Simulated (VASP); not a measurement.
# Cd (Immm) in VASP: further runs

Cd is run at these levels: PBE; tasks: single point.

Everything below comes from runs of VASP 6.6.1. Logs are shortened: lines on timing, memory, paths and dates and some standing lists are left out, and cuts for length are marked.

## 1. The cell of the first run

Symmetry: Immm, No. 71, orthorhombic system. Conventional cell: a = 3.113 Å, b = 3.160 Å, c = 4.436 Å, α = 90.00°, β = 90.00°, γ = 90.00°. Cd (site symmetry mmm) has 12 Cd at 3.11 to 3.16 Å within 4.1 Å.

## 2. Single point, PBE (strain +0.0150 x Voigt [0, 0, 0, 0, 1, 0])

The input, INCAR:

```
  ALGO = Fast
  EDIFF = 1E-6
  ENCUT = 520
  GGA = PE
  ISIF = 2
  ISMEAR = 0
  LASPH = True
  LCHARG = False
  LREAL = False
  LWAVE = False
  NBANDS = 12
  NELM = 60
  PREC = Accurate
  SIGMA = 0.15
```

The input, KPOINTS:

```
k-points
0
Gamma
  18 18 18
```

The input, POSCAR:

```
Cd
1.0
    0.0166361231      2.2181497500      2.2181497500
    2.2347858731      0.0000000000      2.2347858731
    2.2181497500      2.2181497500      0.0166361231
Cd
1
Direct
    0.0000000000      0.0000000000      0.0000000000
```

Potentials or basis: VASP PAW PBE potentials, release 64 (Cd).

Launch:

```bash
$ cat potpaw_PBE.64/Cd/POTCAR > POTCAR
$ mpirun -np 1 vasp_std > vasp.out
```

OUTCAR:

```text
EDIFF = 1E-6
   ENCUT = 520
   GGA = PE
   ISIF = 2
   ISMEAR = 0
   LASPH = True
   LREAL = False
   NELM = 60
   PREC = Accurate

 ion  position               nearest neighbor table
   1  0.000  0.000  0.000-

  LATTYP: Found a body centered orthorhombic cell.
 ALAT       =     3.1134104289
 B/A-ratio  =     1.0151133501
 C/A-ratio  =     1.4249003147

  Lattice vectors:

 A1 = (   0.0166361231,  -2.2181497500,   2.2181497500)
 A2 = (  -0.0166361231,  -2.2181497500,  -2.2181497500)
 A3 = (   2.2181497500,   2.2181497500,   0.0166361231)

Analysis of symmetry for initial positions (statically):
=====================================================================
 Subroutine PRICEL returns:
 Original cell was already a primitive cell.

 Routine SETGRP: Setting up the symmetry group for a
 body centered orthorhombic supercell.

 Subroutine GETGRP returns: Found  8 space group operations
 (whereof  8 operations were pure point group operations)
 out of a pool of  8 trial point group operations.

The static configuration has the point symmetry D_2h.

Analysis of symmetry for dynamics (positions and initial velocities):
=====================================================================
 Subroutine PRICEL returns:
 Original cell was already a primitive cell.

 Routine SETGRP: Setting up the symmetry group for a
 body centered orthorhombic supercell.

 Subroutine GETGRP returns: Found  8 space group operations
 (whereof  8 operations were pure point group operations)
 out of a pool of  8 trial point group operations.

The dynamic configuration has the point symmetry D_2h.

 Subroutine INISYM returns: Found  8 space group operations
 (whereof  8 operations are pure point group operations),
 and found     1 'primitive' translations

----------------------------------------------------------------------------------------

                                     Primitive cell

  volume of cell :      21.8262

  direct lattice vectors                    reciprocal lattice vectors
     0.016636123  2.218149750  2.218149750    -0.227116468  0.225413095  0.227116468
     2.234785873  0.000000000  2.234785873     0.223735082 -0.225413095  0.223735082
     2.218149750  2.218149750  0.016636123     0.227116468  0.225413095 -0.227116468

  length of vectors
     3.136981573  3.160464491  3.136981573     0.392396284  0.388491746  0.392396284

  position of ions in fractional coordinates (direct lattice)
     0.000000000  0.000000000  0.000000000

  ion indices of the primitive-cell ions
   primitive index   ion index
                 1           1

----------------------------------------------------------------------------------------

 KPOINTS: k-points

Automatic generation of k-mesh.
 Grid dimensions read from file:
 generate k-points for:   18   18   18

 Generating k-lattice:

  Cartesian coordinates                     Fractional coordinates (reciprocal lattice)
    -0.012617582  0.012522950  0.012617582     0.055555556  0.000000000  0.000000000
     0.012429727 -0.012522950  0.012429727     0.000000000  0.055555556  0.000000000
     0.012617582  0.012522950 -0.012617582     0.000000000  0.000000000  0.055555556

  Length of vectors
     0.021799794  0.021582875  0.021799794

  Shift w.r.t. Gamma in fractional coordinates (k-lattice)
     0.000000000  0.000000000  0.000000000

 Subroutine IBZKPT returns following result:
 ===========================================

 Found    865 irreducible k-points:

 Following reciprocal coordinates:
            Coordinates               Weight
  0.000000  0.000000  0.000000      1.000000
  0.055556  0.000000 -0.000000      4.000000
  0.111111  0.000000 -0.000000      4.000000
  0.166667  0.000000  0.000000      4.000000
  0.222222  0.000000 -0.000000      4.000000
  0.277778  0.000000 -0.000000      4.000000
[... 16 lines left out ...]
 -0.333333  0.055556  0.000000      8.000000
 -0.277778  0.055556  0.000000      8.000000
 [... further k-points ...]
   k-points           NKPTS =    865   k-points in BZ     NKDIM =    865   number of bands    NBANDS=     12
   number of dos      NEDOS =    301   number of ions     NIONS =      1
   total plane-waves  NPLWV =  13824
   dimension x,y,z NGX =    24 NGY =   24 NGZ =   24
   dimension x,y,z NGXF=    48 NGYF=   48 NGZF=   48
   ions per type =               1
   NGX,Y,Z   is equivalent  to a cutoff of  12.72, 12.62, 12.72 a.u.
   NGXF,Y,Z  is equivalent  to a cutoff of  25.44, 25.25, 25.44 a.u.
 SYSTEM =  unknown system
   PREC   = accura    normal or accurate (medium, high low for compatibility)
   ISTART =      0    job   : 0-new  1-cont  2-samecut
   ICHARG =      2    charge: 1-file 2-atom 10-const
   ISPIN  =      1    spin polarized calculation?
   LNONCOLLINEAR =      F non collinear calculations
   LSORBIT =      F    spin-orbit coupling
   LASPH  =      T    aspherical Exc in radial PAW
   ENCUT  =  520.0 eV  38.22 Ry    6.18 a.u.   5.83  5.88  5.83*2*pi/ulx,y,z
   NELM   =     60;   NELMIN=  2; NELMDL= -5     # of ELM steps
   EDIFF  = 0.1E-05   stopping-criterion for ELM
   LREAL  =      F    real-space projection
   EDIFFG = 0.1E-04   stopping-criterion for IOM
   NSW    =      0    number of steps for IOM
   IBRION =     -1    ionic relax: 0-MD 1-quasi-New 2-CG
   NFREE  =      0    steps in history (QN), initial steepest desc. (CG)
   ISIF   =      2    stress and relaxation
   ISYM   =      2    0-nonsym 1-usesym 2-fastsym
   POTIM  = 0.5000    time-step for ionic-motion
   TEBEG  =    0.0;   TEEND  =   0.0 temperature during run
   PSTRESS=    0.0 pullay stress
   NELECT =      12.0000    total number of electrons
   NUPDOWN=      -1.0000    fix difference up-down
   EMIN   =  10.00;   EMAX   =-10.00  energy-range for DOS
   EFERMI =   0.00;   METHOD = LEGACY
   ISMEAR =     0;   SIGMA  =   0.15  broadening in eV -4-tet -1-fermi 0-gaus
   EFERMI_NEDOS =   21; number of points for ismear=-14 and -15
   IALGO  =     68    algorithm
   IMIX   =      4    mixing-type and parameters
     AMIX     =   0.40;   BMIX     =  1.00
     AMIX_MAG =   1.60;   BMIX_MAG =  1.00
  volume/ion in A,a.u.               =      21.83       147.29
  Fermi-wavevector in a.u.,A,eV,Ry     =   1.341145  2.534397 24.472404  1.798671
  Thomas-Fermi vector in A             =   2.469402
   LORBIT       =      0    0 simple, 1 ext, 2 COOP (PROOUT), +10 PAW based schemes
   GGA     = PE    functional components
   LHFCALC =     F    Hartree Fock is set to
   AEXX    =    0.0000 exact exchange contribution
   IVDW    =     0    specifies the selected vdW correction
   LEPSILON=     F    determine dielectric tensor
   LRPA    =     F    only Hartree local field effects (RPA)
 non-spin polarized calculation
 RMM-DIIS sequential band-by-band and
 Gauss-broadening in eV      SIGMA  =   0.15
  energy-cutoff  :      520.00
  volume of cell :       21.83
 maximum number of plane-waves:       605
   NGX = 11   NGY = 11   NGZ = 11

 number of electron      12.0000003 magnetization

 Free energy of the ion-electron system (eV)
  ---------------------------------------------------
  ext. energy  EPLUGINS =         0.00000000
  ---------------------------------------------------
  free energy    TOTEN  =        -0.73362928 eV

  energy without entropy =       -0.72954523  energy(sigma->0) =       -0.73158726

 E-fermi :   2.7875     XC(G=0): -10.9870

 val. band max:        2.7856122575   @ k =   0.1111   0.5000   0.0556
 cond. band min:       2.7916419077   @ k =  -0.4444  -0.1667   0.2222
 fundamental gap:      0.0060296502
 Fermi energy:         2.7875029840

 k-point     1 :       0.0000    0.0000    0.0000
  band No.  band energies     occupation
      1      -6.3235      2.00000
      2      -6.3042      2.00000
      3      -6.2782      2.00000
      4      -5.9495      2.00000
      5      -5.8472      2.00000
      6      -5.8468      2.00000
      7      16.6970      0.00000
      8      17.5370      0.00000
      9      17.8340      0.00000
     10      18.0536      0.00000
     11      20.9501      0.00000
     12      21.1785      0.00000

 k-point     2 :       0.0556    0.0000   -0.0000
  band No.  band energies     occupation
      1      -6.3099      2.00000
      2      -6.3000      2.00000
      3      -6.2755      2.00000
      4      -5.8691      2.00000
      5      -5.8511      2.00000
      6      -5.8508      2.00000
      7      16.4126      0.00000
      8      17.0650      0.00000
      9      17.4081      0.00000
     10      17.7924      0.00000
     11      21.1736      0.00000
     12      21.3780      0.00000

 k-point     3 :       0.1111    0.0000   -0.0000
  band No.  band energies     occupation
      1      -6.3320      2.00000
      2      -6.2747      2.00000
      3      -6.2417      2.00000
      4      -5.8583      2.00000
      5      -5.8582      2.00000
      6      -5.6127      2.00000
      7      14.5614      0.00000
      8      16.8512      0.00000
      9      17.0968      0.00000
     10      17.4652      0.00000
     11      21.4516      0.00000
     12      21.7451      0.00000
[... 286 lines left out ...]
 k-point    23 :      -0.3333    0.0556    0.0000
  band No.  band energies     occupation
      1      -6.6674      2.00000
      2      -6.2686      2.00000
      3      -6.2178      2.00000
      4      -5.6532      2.00000
      5      -5.6038      2.00000
      6      -2.3676      2.00000
      7       5.7091      0.00000
      8      14.0235      0.00000
      9      16.2072      0.00000
     10      16.4620      0.00000
     11      19.4481      0.00000
     12      20.0835      0.00000

 k-point    24 :      -0.2778    0.0556    0.0000
  band No.  band energies     occupation
      1      -6.5881      2.00000
      2      -6.2367      2.00000
      3      -6.1863      2.00000
      4      -5.7593      2.00000
      5      -5.6879      2.00000
      6      -3.3762      2.00000
      7       7.6235      0.00000
      8      14.1400      0.00000
      9      16.7424      0.00000
     10      17.0164      0.00000
     11      19.7361      0.00000
     12      20.0924      0.00000

 [... further k-points ...]

------------------------ aborting loop because EDIFF is reached ----------------------------------------

  FORCE on cell =-STRESS in cart. coord.  units (eV):
  Direction    XX          YY          ZZ          XY          YZ          ZX
  --------------------------------------------------------------------------------------
  -------------------------------------------------------------------------------------
  Total        0.3435165      0.3430948      0.3435165      0.0000000      0.0000000     -0.0031587
  in kB       25.2162237     25.1852696     25.2162237      0.0000000      0.0000000     -0.2318717
  external PRESSURE =      25.2059056 kB  Pullay stress =       0.0000000 kB

 VOLUME and BASIS-vectors are now :
 -----------------------------------------------------------------------------
  energy-cutoff  :      520.00
  volume of cell :       21.83
      direct lattice vectors                 reciprocal lattice vectors
     0.016636123  2.218149750  2.218149750    -0.227116468  0.225413095  0.227116468
     2.234785873  0.000000000  2.234785873     0.223735082 -0.225413095  0.223735082
     2.218149750  2.218149750  0.016636123     0.227116468  0.225413095 -0.227116468

 POSITION                                       TOTAL-FORCE (eV/Angst)
 -----------------------------------------------------------------------------------
      0.00000      0.00000      0.00000         0.000000     -0.000000      0.000000
 -----------------------------------------------------------------------------------
    total drift:                                0.000000      0.000000      0.000000

  FREE ENERGIE OF THE ION-ELECTRON SYSTEM (eV)
  ---------------------------------------------------
  free  energy   TOTEN  =        -0.7336292835 eV

  energy  without entropy=       -0.7295452336  energy(sigma->0) =       -0.73158726
```

Run time: 90 s. Hardware: 1 thread of Intel Xeon 6975P-C, shared host; peak memory 0.32 GiB.

What came out:

```
Free energy            : -0.7336 eV
Pressure               : 2.5 GPa
Band gap on the k mesh : zero (band 6 reaches 4.38 eV, above the bottom of band 7 at 1.42 eV)
```

Caveat: the cell differs from its parent crystal (strain +0.0150 x Voigt [0, 0, 0, 0, 1, 0]).

## 3. Single point, PBE (strain -0.0100 x Voigt [0, 0, 0, 0, 1, 0])

The input, INCAR:

```
SYSTEM = Cd
  ALGO = Fast
  EDIFF = 1E-6
  ENCUT = 520
  GGA = PE
  ISIF = 2
  ISMEAR = 0
  LASPH = .True.
  LCHARG = .True.
  LELF = .True.
  LREAL = .False.
  LVHAR = .True.
  LWAVE = .False.
  NBANDS = 12
  NELM = 80
  PREC = Accurate
  SIGMA = 0.15
```

The input, KPOINTS:

```
k-points
0
Gamma
  18 18 18
  0 0 0
```

The input, POSCAR:

```
Cd
1.0
   -0.0110907487      2.2181497500      2.2181497500
    2.2070590012      0.0000000000      2.2070590012
    2.2181497500      2.2181497500     -0.0110907487
Cd
1
Direct
    0.0000000000      0.0000000000      0.0000000000
```

Potentials or basis: VASP PAW PBE potentials, release 64 (Cd).

Launch:

```bash
$ cat potpaw_PBE.64/Cd/POTCAR > POTCAR
$ mpirun -np 1 vasp_std > vasp.out
```

Run time: 94 s. Hardware: 1 thread of Intel Xeon 6975P-C, shared host; peak memory 0.32 GiB.

It converged, with:

```yaml
Free_energy: -0.7337 eV
Pressure: 2.5 GPa
Band_gap_on_the_k_mesh: zero (band 6 reaches 4.38 eV, above the bottom of band 7 at 1.45 eV)
```

Levels at points of the mesh, in eV from the Fermi level:
```
           k point  band 4  band 5  band 6  band 7  band 8  band 9
(0.00, 0.00, 0.00)   -8.74   -8.63   -8.63   13.93   14.83   15.02
(0.50, 0.00, 0.00)   -8.27   -8.26   -2.30   -1.33   12.62   12.72
(0.00, 0.50, 0.00)   -8.27   -8.25   -2.24   -1.21   12.48   12.55
(0.50, 0.50, 0.00)   -8.17   -8.17   -0.75    1.44    6.84    6.84
(0.50, 0.00, 0.50)   -8.17   -8.17   -0.75    1.44    6.68    7.00
```

Caveat: the cell differs from its parent crystal (strain -0.0100 x Voigt [0, 0, 0, 0, 1, 0]).
